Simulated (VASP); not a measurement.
Wanted: the native input for a VASP 6.6.1 run.

```
Task                   : single point
Functional             : PBE
Potentials or basis    : VASP PAW PBE potentials, release 64 (B, N)
Cutoff                 : 520 eV
k mesh                 : 12 × 12 × 12
Occupations            : gaussian, width 0.05 eV
Spin                   : no spin polarisation
Dipole correction      : no
Further INCAR settings : ALGO = Normal; EDIFF = 1e-06; NBANDS = 11
```

The structure of BN lies in POSCAR:

```
BN
1.0
   -0.0679647668      1.9392613453      1.8123937807
    1.8123937807     -0.0679647668      1.8123937807
    1.7444290139      1.8712965786      0.0000000000
B N
1 1
Direct
    0.0000000000      0.0000000000      0.0000000000
    0.7500000000      0.7500000000      0.7500000000
```

This cell differs from its parent crystal: engineering shear strain xz -0.0750, normal strain along z +0.0700.

One way to write it, as run:

INCAR

```
SYSTEM = BN
ALGO = Normal ; EDIFF = 1E-6
ENCUT = 520 ; GGA = PE
ISIF = 2 ; ISMEAR = 0
LASPH = .True. ; LCHARG = .False.
LREAL = .False. ; LWAVE = .False.
NBANDS = 11 ; NELM = 60
PREC = Accurate ; SIGMA = 0.05
```

KPOINTS

```
k-points
0
Gamma
  12 12 12
  0 0 0
```

Potentials or basis: VASP PAW PBE potentials, release 64 (B, N).

Launch:

```bash
$ cat potpaw_PBE.64/B/POTCAR potpaw_PBE.64/N/POTCAR > POTCAR
$ mpirun -np 1 vasp_std > vasp.out
```

Results of the run:

```json
{
 "Pressure": "-20.1 GPa",
 "Largest force": "0.107 eV/Å",
 "Band gap on the k mesh": "3.53 eV, indirect (least direct gap 7.09 eV)"
}
```

Caveat: the cell differs from its parent crystal (engineering shear strain xz -0.0750, normal strain along z +0.0700).

Run time: 120 s on 1 thread of AMD EPYC 7R13, with other jobs on the host, peak memory 0.14 GiB.
